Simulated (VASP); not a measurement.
Write the native input for VASP 6.6.1 that does the following.

- Task: single point
- Functional: PBE
- Dispersion: D3(BJ)
- Potentials or basis: VASP PAW PBE potentials, release 64 (Tl_d)
- Cutoff: 520 eV
- k mesh: 15 × 15 × 8
- Occupations: gaussian, width 0.1 eV
- Spin: no spin polarisation
- Dipole correction: no
- Further INCAR settings: ALGO = Fast; EDIFF = 1e-06; NBANDS = 20

The structure of Tl lies in POSCAR:

```
Tl
1.0
    3.5695581097      0.0000000000      0.0000000000
   -1.7847790548      3.0913280033      0.0000000000
    0.0000000000      0.0000000000      5.5275772587
Tl
2
Direct
    0.3333333333      0.6666666667      0.2500000000
    0.6666666667      0.3333333333      0.7500000000
```

This cell differs from its parent crystal: volume scaled by 1.03, then relaxed in part.

These files were run (other wordings do the same):

INCAR

```
SYSTEM = Tl
  PREC = Accurate
  ENCUT = 520
  EDIFF = 1E-6
  ISMEAR = 0
  SIGMA = 0.1
  LREAL = .False.
  LASPH = .True.
  NELM = 60
  ALGO = Fast
  ISIF = 2
  LWAVE = .False.
  LCHARG = .True.
  GGA = PE
  IVDW = 12
  LELF = .True.
  LVHAR = .True.
  NBANDS = 20
```

KPOINTS

```
regular mesh
0
Gamma
  15 15 8
  0 0 0
```

Potentials or basis: VASP PAW PBE potentials, release 64 (Tl_d).

Launch:

```bash
$ cat potpaw_PBE.64/Tl_d/POTCAR > POTCAR
$ mpirun -np 1 vasp_std > vasp.out
```

Results of the run:

- Pressure: -0.9 GPa
- Band gap on the k mesh: zero (band 13 reaches 9.53 eV, above the bottom of band 14 at 3.92 eV)
- Dispersion energy per atom: -0.321 eV

Caveat: spin-orbit coupling is left out, which moves the levels of the heavy elements; pairwise dispersion overbinds metals, which lowers pressure and volume.

Wall time 67 s on 1 thread of Intel(R) Xeon(R) Platinum 8488C (Sapphire Rapids) (shared host), peak memory 0.28 GiB.
